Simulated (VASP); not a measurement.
# Ti (P6_3/mmc) in VASP: further runs

The runs below take Ti through single point, with LDA.

All numbers are computed with VASP 6.6.1; they aren't measurements. Logs are shortened: lines on timing, memory, paths and dates and some standing lists are left out, and cuts for length are marked.

## (1) The cell of the first run

Symmetry: P6_3/mmc, No. 194, hexagonal system. Conventional cell: a = 2.950 Å, b = 2.950 Å, c = 4.873 Å, α = 90.00°, β = 90.00°, γ = 120.00°. Ti (site symmetry -6m2) has 12 Ti at 2.95 to 2.97 Å within 3.9 Å.

## (2) Single point, LDA (strain +0.0400 x Voigt [0, 0, 1, 0, 0, 0])

INCAR

```
SYSTEM = Ti
  PREC = Accurate
  ENCUT = 520
  EDIFF = 1E-7
  ISMEAR = 0
  SIGMA = 0.15
  LREAL = .False.
  LASPH = .True.
  NELM = 80
  ALGO = Fast
  ISIF = 2
  LWAVE = .False.
  LCHARG = .True.
  LELF = .True.
  LVHAR = .True.
  NBANDS = 19
```

KPOINTS

```
Automatic mesh
0
Gamma
  18 18 10
  0 0 0
```

POSCAR

```
Ti
1.0
    2.9499978604      0.0000000000      0.0000000000
   -1.4749989302      2.5547730882      0.0000000000
    0.0000000000      0.0000000000      4.8734400000
Ti
2
Direct
    0.3333333333      0.6666666667      0.2500000000
    0.6666666667      0.3333333333      0.7500000000
```

Potentials or basis: VASP PAW LDA potentials, release 64 (Ti_sv).

Launch:

```
$ cat potpaw_LDA.64/Ti_sv/POTCAR > POTCAR
$ mpirun -np 1 vasp_std > vasp.out
```

OUTCAR:

```text
SYSTEM = Ti
   PREC = Accurate
   ENCUT = 520
   EDIFF = 1E-7
   ISMEAR = 0
   LREAL = .False.
   LASPH = .True.
   NELM = 80
   ISIF = 2

 ion  position               nearest neighbor table
   1  0.333  0.667  0.250-
   2  0.667  0.333  0.750-

  LATTYP: Found a hexagonal cell.
 ALAT       =     2.9499978604
 C/A-ratio  =     1.6520147575

  Lattice vectors:

 A1 = (   2.9499978604,   0.0000000000,   0.0000000000)
 A2 = (  -1.4749989302,   2.5547730882,   0.0000000000)
 A3 = (   0.0000000000,   0.0000000000,   4.8734400000)

Analysis of symmetry for initial positions (statically):
=====================================================================
 Subroutine PRICEL returns:
 Original cell was already a primitive cell.

 Routine SETGRP: Setting up the symmetry group for a
 hexagonal supercell.

 Subroutine GETGRP returns: Found 24 space group operations
 (whereof 12 operations were pure point group operations)
 out of a pool of 24 trial point group operations.

The static configuration has the point symmetry D_3d.
 The point group associated with its full space group is D_6h.

Analysis of symmetry for dynamics (positions and initial velocities):
=====================================================================
 Subroutine PRICEL returns:
 Original cell was already a primitive cell.

 Routine SETGRP: Setting up the symmetry group for a
 hexagonal supercell.

 Subroutine GETGRP returns: Found 24 space group operations
 (whereof 12 operations were pure point group operations)
 out of a pool of 24 trial point group operations.

The dynamic configuration has the point symmetry D_3d.
 The point group associated with its full space group is D_6h.

 Subroutine INISYM returns: Found 24 space group operations
 (whereof 12 operations are pure point group operations),
 and found     1 'primitive' translations

----------------------------------------------------------------------------------------

                                     Primitive cell

  volume of cell :      36.7290

  direct lattice vectors                    reciprocal lattice vectors
     2.949997860  0.000000000  0.000000000     0.338983297  0.195712098  0.000000000
    -1.474998930  2.554773088  0.000000000     0.000000000  0.391424195  0.000000000
     0.000000000  0.000000000  4.873440000     0.000000000  0.000000000  0.205193867

  length of vectors
     2.949997860  2.949997860  4.873440000     0.391424195  0.391424195  0.205193867

  position of ions in fractional coordinates (direct lattice)
     0.333333333  0.666666667  0.250000000
     0.666666667  0.333333333  0.750000000

  ion indices of the primitive-cell ions
   primitive index   ion index
                 1           1
                 2           2

----------------------------------------------------------------------------------------

 KPOINTS: Automatic mesh

Automatic generation of k-mesh.
 Grid dimensions read from file:
 generate k-points for:   18   18   10

 Generating k-lattice:

  Cartesian coordinates                     Fractional coordinates (reciprocal lattice)
     0.018832405  0.010872894  0.000000000     0.055555556 -0.000000000  0.000000000
     0.000000000  0.021745789  0.000000000     0.000000000  0.055555556  0.000000000
     0.000000000  0.000000000  0.020519387     0.000000000  0.000000000  0.100000000

  Length of vectors
     0.021745789  0.021745789  0.020519387

  Shift w.r.t. Gamma in fractional coordinates (k-lattice)
     0.000000000  0.000000000  0.000000000

 Subroutine IBZKPT returns following result:
 ===========================================

 Found    222 irreducible k-points:

 Following reciprocal coordinates:
            Coordinates               Weight
  0.000000  0.000000  0.000000      1.000000
  0.055556 -0.000000  0.000000      6.000000
  0.111111 -0.000000  0.000000      6.000000
  0.166667 -0.000000  0.000000      6.000000
  0.222222 -0.000000  0.000000      6.000000
  0.277778 -0.000000  0.000000      6.000000
[... 16 lines left out ...]
  0.333333  0.111111  0.000000     12.000000
  0.388889  0.111111  0.000000     12.000000
 [... further k-points ...]
   k-points           NKPTS =    222   k-points in BZ     NKDIM =    222   number of bands    NBANDS=     19
   number of dos      NEDOS =    301   number of ions     NIONS =      2
   total plane-waves  NPLWV =  20736
   dimension x,y,z NGX =    24 NGY =   24 NGZ =   36
   dimension x,y,z NGXF=    48 NGYF=   48 NGZF=   72
   ions per type =               2
   NGX,Y,Z   is equivalent  to a cutoff of  13.53, 13.53, 12.28 a.u.
   NGXF,Y,Z  is equivalent  to a cutoff of  27.05, 27.05, 24.56 a.u.
 SYSTEM =  Ti
   PREC   = accura    normal or accurate (medium, high low for compatibility)
   ISTART =      0    job   : 0-new  1-cont  2-samecut
   ICHARG =      2    charge: 1-file 2-atom 10-const
   ISPIN  =      1    spin polarized calculation?
   LNONCOLLINEAR =      F non collinear calculations
   LSORBIT =      F    spin-orbit coupling
   LASPH  =      T    aspherical Exc in radial PAW
   ENCUT  =  520.0 eV  38.22 Ry    6.18 a.u.   5.49  5.49  9.06*2*pi/ulx,y,z
   NELM   =     80;   NELMIN=  2; NELMDL= -5     # of ELM steps
   EDIFF  = 0.1E-06   stopping-criterion for ELM
   LREAL  =      F    real-space projection
   EDIFFG = 0.1E-05   stopping-criterion for IOM
   NSW    =      0    number of steps for IOM
   IBRION =     -1    ionic relax: 0-MD 1-quasi-New 2-CG
   NFREE  =      0    steps in history (QN), initial steepest desc. (CG)
   ISIF   =      2    stress and relaxation
   ISYM   =      2    0-nonsym 1-usesym 2-fastsym
   POTIM  = 0.5000    time-step for ionic-motion
   TEBEG  =    0.0;   TEEND  =   0.0 temperature during run
   PSTRESS=    0.0 pullay stress
   NELECT =      24.0000    total number of electrons
   NUPDOWN=      -1.0000    fix difference up-down
   EMIN   =  10.00;   EMAX   =-10.00  energy-range for DOS
   EFERMI =   0.00;   METHOD = LEGACY
   ISMEAR =     0;   SIGMA  =   0.15  broadening in eV -4-tet -1-fermi 0-gaus
   EFERMI_NEDOS =   21; number of points for ismear=-14 and -15
   IALGO  =     68    algorithm
   IMIX   =      4    mixing-type and parameters
     AMIX     =   0.40;   BMIX     =  1.00
     AMIX_MAG =   1.60;   BMIX_MAG =  1.00
  volume/ion in A,a.u.               =      18.36       123.93
  Fermi-wavevector in a.u.,A,eV,Ry     =   1.420612  2.684567 27.458426  2.018137
  Thomas-Fermi vector in A             =   2.541509
   LORBIT       =      0    0 simple, 1 ext, 2 COOP (PROOUT), +10 PAW based schemes
   GGA     = CA    functional components
   LHFCALC =     F    Hartree Fock is set to
   AEXX    =    0.0000 exact exchange contribution
   IVDW    =     0    specifies the selected vdW correction
   LEPSILON=     F    determine dielectric tensor
   LRPA    =     F    only Hartree local field effects (RPA)
 non-spin polarized calculation
 RMM-DIIS sequential band-by-band and
 Gauss-broadening in eV      SIGMA  =   0.15
  energy-cutoff  :      520.00
  volume of cell :       36.73
 maximum number of plane-waves:      1020
 NGX is ok and might be reduce to    24
   NGX = 11   NGY = 11   NGZ = 19

 number of electron      24.0000002 magnetization

 Free energy of the ion-electron system (eV)
  ---------------------------------------------------
  ext. energy  EPLUGINS =         0.00000000
  ---------------------------------------------------
  free energy    TOTEN  =       -16.89099111 eV

  energy without entropy =      -16.86403739  energy(sigma->0) =      -16.87751425

 E-fermi :   7.4933     XC(G=0): -11.5190

 val. band max:        7.4827037850   @ k =   0.1667  -0.0000   0.4000
 cond. band min:       7.4968505516   @ k =   0.2222   0.2222   0.5000
 fundamental gap:      0.0141467666
 Fermi energy:         7.4933474876

 k-point     1 :       0.0000    0.0000    0.0000
  band No.  band energies     occupation
      1     -48.7267      2.00000
      2     -48.6287      2.00000
      3     -25.6200      2.00000
      4     -25.0627      2.00000
      5     -25.0619      2.00000
      6     -25.0619      2.00000
[... 11 lines left out ...]
     18       9.1863      0.00000
     19      10.4392      0.00000

 k-point     2 :       0.0556   -0.0000    0.0000
  band No.  band energies     occupation
      1     -48.7239      2.00000
      2     -48.6272      2.00000
      3     -25.6142      2.00000
      4     -25.0757      2.00000
      5     -25.0662      2.00000
      6     -25.0645      2.00000
[... 11 lines left out ...]
     18       9.1411      0.00000
     19      10.4602      0.00000

 k-point     3 :       0.1111   -0.0000    0.0000
  band No.  band energies     occupation
      1     -48.7158      2.00000
      2     -48.6230      2.00000
      3     -25.5973      2.00000
      4     -25.1154      2.00000
      5     -25.0783      2.00000
      6     -25.0702      2.00000
[... 11 lines left out ...]
     18       9.0204      0.00000
     19      10.5118      0.00000

 k-point     4 :       0.1667   -0.0000    0.0000
  band No.  band energies     occupation
      1     -48.7033      2.00000
      2     -48.6168      2.00000
      3     -25.5703      2.00000
      4     -25.1764      2.00000
      5     -25.1078      2.00000
      6     -25.0964      2.00000
[... 11 lines left out ...]
     18       9.1282      0.00000
     19      10.5724      0.00000

 k-point     5 :       0.2222   -0.0000    0.0000
  band No.  band energies     occupation
      1     -48.6875      2.00000
      2     -48.6096      2.00000
      3     -25.5351      2.00000
      4     -25.2516      2.00000
      5     -25.1812      2.00000
      6     -25.1181      2.00000
[... 11 lines left out ...]
     18       9.4539      0.00000
     19      10.6268      0.00000

 k-point     6 :       0.2778   -0.0000    0.0000
  band No.  band energies     occupation
      1     -48.6700      2.00000
      2     -48.6024      2.00000
      3     -25.4943      2.00000
      4     -25.3319      2.00000
      5     -25.2576      2.00000
      6     -25.1406      2.00000
[... 11 lines left out ...]
     18       9.8249      0.00000
     19      10.6685      0.00000

 k-point     7 :       0.3333   -0.0000    0.0000
  band No.  band energies     occupation
      1     -48.6527      2.00000
      2     -48.5964      2.00000
      3     -25.4512      2.00000
      4     -25.4075      2.00000
      5     -25.3281      2.00000
      6     -25.1614      2.00000
[... 11 lines left out ...]
     18      10.2043      0.00000
     19      10.6968      0.00000

 k-point     8 :       0.3889    0.0000    0.0000
  band No.  band energies     occupation
      1     -48.6376      2.00000
      2     -48.5926      2.00000
      3     -25.4691      2.00000
      4     -25.4101      2.00000
      5     -25.3846      2.00000
      6     -25.1782      2.00000
[... 256 lines left out ...]
 k-point    20 :       0.1667    0.1111    0.0000
  band No.  band energies     occupation
      1     -48.6811      2.00000
      2     -48.6068      2.00000
      3     -25.5207      2.00000
      4     -25.2585      2.00000
      5     -25.2259      2.00000
      6     -25.1163      2.00000
[... 11 lines left out ...]
     18       9.7175      0.00000
     19      10.5796      0.00000

 k-point    21 :       0.2222    0.1111    0.0000
  band No.  band energies     occupation
      1     -48.6645      2.00000
      2     -48.6003      2.00000
      3     -25.4810      2.00000
      4     -25.3307      2.00000
      5     -25.2850      2.00000
      6     -25.1478      2.00000
[... 11 lines left out ...]
     18      10.1472      0.00000
     19      10.5966      0.00000

 k-point    22 :       0.2778    0.1111    0.0000
  band No.  band energies     occupation
      1     -48.6480      2.00000
      2     -48.5950      2.00000
      3     -25.4388      2.00000
      4     -25.4002      2.00000
      5     -25.3379      2.00000
      6     -25.1779      2.00000
[... 11 lines left out ...]
     18      10.6079      0.00000
     19      10.6081      0.00000

 k-point    23 :       0.3333    0.1111    0.0000
  band No.  band energies     occupation
      1     -48.6333      2.00000
      2     -48.5918      2.00000
      3     -25.4568      2.00000
      4     -25.3982      2.00000
      5     -25.3805      2.00000
      6     -25.2024      2.00000
[... 11 lines left out ...]
     18      10.6137      0.00000
     19      11.0790      0.00000

 k-point    24 :       0.3889    0.1111    0.0000
  band No.  band energies     occupation
      1     -48.6227      2.00000
      2     -48.5907      2.00000
      3     -25.4936      2.00000
      4     -25.4082      2.00000
      5     -25.3657      2.00000
      6     -25.2181      2.00000
[... 11 lines left out ...]
     18      10.6851      0.00000
     19      11.5509      0.00000

 [... further k-points ...]
[... 5 lines left out ...]
  --------------------------------------------------------------------------------------
  -------------------------------------------------------------------------------------
  Total       -2.7308813     -2.7308813     -3.6193157      0.0000000      0.0000000      0.0000000
  in kB     -119.1252293   -119.1252293   -157.8800984      0.0000000      0.0000000      0.0000000
  external PRESSURE =    -132.0435190 kB  Pullay stress =       0.0000000 kB

 VOLUME and BASIS-vectors are now :
 -----------------------------------------------------------------------------
  energy-cutoff  :      520.00
  volume of cell :       36.73
      direct lattice vectors                 reciprocal lattice vectors
     2.949997860  0.000000000  0.000000000     0.338983297  0.195712098  0.000000000
    -1.474998930  2.554773088  0.000000000     0.000000000  0.391424195  0.000000000
     0.000000000  0.000000000  4.873440000     0.000000000  0.000000000  0.205193867

 POSITION                                       TOTAL-FORCE (eV/Angst)
 -----------------------------------------------------------------------------------
     -0.00000      1.70318      1.21836        -0.000000      0.000000      0.000000
      1.47500      0.85159      3.65508         0.000000     -0.000000      0.000000
 -----------------------------------------------------------------------------------
    total drift:                               -0.000000      0.000000     -0.000000

  FREE ENERGIE OF THE ION-ELECTRON SYSTEM (eV)
  ---------------------------------------------------
  free  energy   TOTEN  =       -16.8909911141 eV

  energy  without entropy=      -16.8640373880  energy(sigma->0) =      -16.87751425
```

Run time: 2.8 min. Hardware: 1 thread of Intel Xeon 6975P-C (Granite Rapids), shared host; peak memory 0.23 GiB.

Results:

| Item | Value |
| --- | --- |
| Free energy | -16.8910 eV |
| Pressure | -13.2 GPa |
| Band gap on the k mesh | zero (band 12 reaches 8.09 eV, above the bottom of band 13 at 7.18 eV) |

Levels at points of the mesh, in eV from the Fermi level:
```
           k point  band 10  band 11  band 12  band 13  band 14  band 15
(0.00, 0.00, 0.00)    -2.57     0.41     0.60     0.78     0.78     1.17
(0.50, 0.00, 0.00)    -1.98    -1.73    -0.43     0.45     0.64     0.95
(0.00, 0.00, 0.50)    -4.29    -0.05    -0.05     0.74     0.74     0.74
(0.50, 0.00, 0.50)    -2.37    -0.82    -0.82     1.31     1.31     1.72
```

Caveat: the cell differs from its parent crystal (strain +0.0400 x Voigt [0, 0, 1, 0, 0, 0]).

## (3) Single point, LDA (strain +0.0350 x Voigt [0, 0, 1, 0, 0, 0])

INCAR

```
SYSTEM = Ti
ALGO     = Fast           ! electronic algorithm
EDIFF    = 1E-6           ! SCF threshold, eV
ENCUT    = 520            ! plane-wave cutoff, eV
ISIF     = 2              ! what is computed and relaxed
ISMEAR   = 0              ! smearing method
LASPH    = .TRUE.         ! aspherical terms in the spheres
LCHARG   = .TRUE.         ! write CHGCAR
LELF     = .TRUE.         ! ELF
LREAL    = .FALSE.        ! projectors in reciprocal space
LVHAR    = .TRUE.       
LWAVE    = .FALSE.        ! write WAVECAR
NBANDS   = 19             ! bands
NELM     = 100            ! most SCF steps
PREC     = Accurate       ! precision mode
SIGMA    = 0.15           ! smearing width, eV
```

KPOINTS

```
k-points
0
G
  18 18 10
  0 0 0
```

POSCAR: that of step 2 with these lines changed.

```diff
@@ -4,3 +4,3 @@
    -1.4749989302      2.5547730882      0.0000000000
-    0.0000000000      0.0000000000      4.8734400000
+    0.0000000000      0.0000000000      4.8500100000
 Ti
```

Potentials or basis: VASP PAW LDA potentials, release 64 (Ti_sv).

Launch:

```
$ cat potpaw_LDA.64/Ti_sv/POTCAR > POTCAR
$ mpirun -np 1 vasp_std > vasp.out
```

OUTCAR:

```text
SYSTEM = Ti
   EDIFF = 1E-6
   ENCUT = 520
   ISIF = 2
   ISMEAR = 0
   LASPH = .TRUE.
   LREAL = .FALSE.
   NELM = 100
   PREC = Accurate

 ion  position               nearest neighbor table
   1  0.333  0.667  0.250-
   2  0.667  0.333  0.750-

  LATTYP: Found a hexagonal cell.
 ALAT       =     2.9499978604
 C/A-ratio  =     1.6440723789

  Lattice vectors:

 A1 = (   2.9499978604,   0.0000000000,   0.0000000000)
 A2 = (  -1.4749989302,   2.5547730882,   0.0000000000)
 A3 = (   0.0000000000,   0.0000000000,   4.8500100000)
[... 190 lines left out ...]
      3     -25.5721      2.00000
      4     -25.0057      2.00000
      5     -25.0057      2.00000
      6     -24.9995      2.00000
[... 505 lines left out ...]
      6     -25.1628      2.00000
[... 11 lines left out ...]
     18      10.7452      0.00000
     19      11.6132      0.00000

 [... further k-points ...]
[... 5 lines left out ...]
  --------------------------------------------------------------------------------------
  -------------------------------------------------------------------------------------
  Total       -2.6845738     -2.6845738     -3.4879185     -0.0000000     -0.0000000      0.0000000
  in kB     -117.6709511   -117.6709511   -152.8833668     -0.0000000     -0.0000000      0.0000000
  external PRESSURE =    -129.4084230 kB  Pullay stress =       0.0000000 kB

 VOLUME and BASIS-vectors are now :
 -----------------------------------------------------------------------------
  energy-cutoff  :      520.00
  volume of cell :       36.55
      direct lattice vectors                 reciprocal lattice vectors
     2.949997860  0.000000000  0.000000000     0.338983297  0.195712098  0.000000000
    -1.474998930  2.554773088  0.000000000     0.000000000  0.391424195  0.000000000
     0.000000000  0.000000000  4.850010000     0.000000000  0.000000000  0.206185142

 POSITION                                       TOTAL-FORCE (eV/Angst)
 -----------------------------------------------------------------------------------
     -0.00000      1.70318      1.21250         0.000000      0.000000      0.000000
      1.47500      0.85159      3.63751        -0.000000      0.000000      0.000000
 -----------------------------------------------------------------------------------
    total drift:                               -0.000000      0.000000     -0.000000

  FREE ENERGIE OF THE ION-ELECTRON SYSTEM (eV)
  ---------------------------------------------------
  free  energy   TOTEN  =       -16.9079636624 eV

  energy  without entropy=      -16.8812185386  energy(sigma->0) =      -16.89459110
```

stdout:

```text
POSCAR found type information on POSCAR Ti
 POSCAR found :  1 types and       2 ions
 scaLAPACK will be used
 LDA part: xc-table for (Slater(with rela. corr.)+CA(PZ))
 , standard interpolation
 POSCAR, INCAR and KPOINTS ok, starting setup
 FFT: planning ... GRIDC
 FFT: planning ... GRID_SOFT
 FFT: planning ... GRID
 WAVECAR not read
 entering main loop
WARNING in EDDRMM: call to ZHEGV failed, returncode =   6  3     17
WARNING in EDDRMM: call to ZHEGV failed, returncode =   8  4      9
WARNING in EDDRMM: call to ZHEGV failed, returncode =   6  3      9
```

Wall time 2.1 min (1 thread of Intel Xeon 6975P-C (Granite Rapids), shared host); peak memory 0.23 GiB.

What came out:

```yaml
Free_energy: -16.9080 eV
Pressure: -12.9 GPa
Band_gap_on_the_k_mesh: zero (band 12 reaches 8.17 eV, above the bottom of band 13 at 7.23 eV)
```

Stress tensor (GPa, compression positive):
```
-11.77   0.00   0.00
  0.00 -11.77   0.00
  0.00   0.00 -15.29
```

Levels at points of the mesh, in eV from the Fermi level:
```tsv
k point	band 10	band 11	band 12	band 13	band 14	band 15
(0.00, 0.00, 0.00)	-2.58	0.46	0.63	0.77	0.77	1.18
(0.50, 0.00, 0.00)	-1.99	-1.74	-0.44	0.46	0.62	0.97
(0.00, 0.00, 0.50)	-4.28	-0.04	-0.04	0.73	0.73	0.73
(0.50, 0.00, 0.50)	-2.39	-0.81	-0.81	1.32	1.32	1.71
```

Caveat: the cell differs from its parent crystal (strain +0.0350 x Voigt [0, 0, 1, 0, 0, 0]).
